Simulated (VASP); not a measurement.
In: single point with PBEsol

Crystal: In.

```xyz
2
Lattice="-3.9960 3.9690 1.6379 3.9690 -3.9960 1.6379 2.2124 2.2124 -1.6874" Properties=species:S:1:pos:R:3 pbc="T T T"
In   -1.7782    6.1760   -0.0495
In   -0.9040    3.0893    0.7942
```

| Quantity | Value |
| --- | --- |
| Program | VASP 6.6.1 |
| Task | single point |
| Functional | PBEsol |
| Potentials or basis | VASP PAW PBE potentials, release 64 (In_d) |
| Cutoff | 520 eV |
| k mesh | 13 × 13 × 12 |
| Occupations | fermi-dirac, width 0.1 eV |
| Spin | no spin polarisation |

```yaml
Pressure: -3.8 GPa
Largest_force: 0.004 eV/Å
Band_gap_on_the_k_mesh: zero (bands 13 and 14 overlap by 6.26 eV)
```

Forces in eV/Å, atoms in the order of the input:
```
In  -0.003  0.003  0.000
In   0.003 -0.003  0.000
```

Stress tensor (GPa, compression positive):
```
-3.83 -0.26  0.04
-0.26 -3.83  0.04
 0.04  0.04 -3.64
```

Levels at points of the mesh, in eV from the Fermi level:
| k point | band 9 | band 10 | band 11 | band 12 | band 13 | band 14 | band 15 | band 16 | band 17 | band 18 |
| --- | --- | --- | --- | --- | --- | --- | --- | --- | --- | --- |
| (0.00, 0.00, 0.00) | -14.24 | -14.16 | -8.92 | -4.31 | -2.99 | 6.42 | 9.55 | 9.57 | 9.65 | 10.01 |
| (0.00, 0.00, 0.50) | -14.17 | -14.17 | -4.75 | -4.75 | -0.06 | -0.06 | 1.45 | 1.45 | 6.42 | 6.42 |

Run time: 22 min on 1 thread of Intel Xeon 8259CL, on a shared host, peak memory 0.63 GiB.

Caveat: the cell stands under tension; the PAW data sets were made with another functional, which shifts forces and pressure a little; spin-orbit coupling is left out, which moves the levels of the heavy elements.
